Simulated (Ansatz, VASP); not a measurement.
HfTa: VASP beside Ansatz

```
Ta Hf
1.0
     1.71275   -2.39960    0.00000
     1.71275    2.39960    0.00000
     0.00000    0.00000    4.84755
Ta Hf
1 1
Direct
  0.50000 0.50000 0.50000
  0.00000 0.00000 0.00000
```

Alike in both runs: functional PBE; k mesh 8 × 8 × 5; occupations fermi-dirac, width 0.05 eV; no spin polarisation.

```csv
,VASP,Ansatz
version,VASP 6.6.1,Ansatz 0.2.0
potentials or method,"VASP PAW PBE potentials, release 64 (Ta_pv, Hf_pv)",Ansatz PAW
plane-wave cutoff (eV),520,420
valence electrons in the cell,21,39
task,single point,band structure
```

VASP gave:

| Item | Value |
| --- | --- |
| gap on the k mesh at the Fermi level (eV) | none |
| pressure (GPa) | 0.1 |
| traceless stress, the component that is largest in VASP (GPa) | -0.26 |

Question: What did Ansatz give for the same quantities?

Answer: gap on the k mesh at the Fermi level (eV): none; pressure (GPa): 0.4; traceless stress, the component that is largest in VASP (GPa): -0.25.

A gap of «none» marks a metal or a gap that the smearing closes. VASP's potentials hold 21 valence electrons a cell and Ansatz's 39, so a difference there can come from the potentials and not from the codes.

Spin-orbit coupling is off throughout.
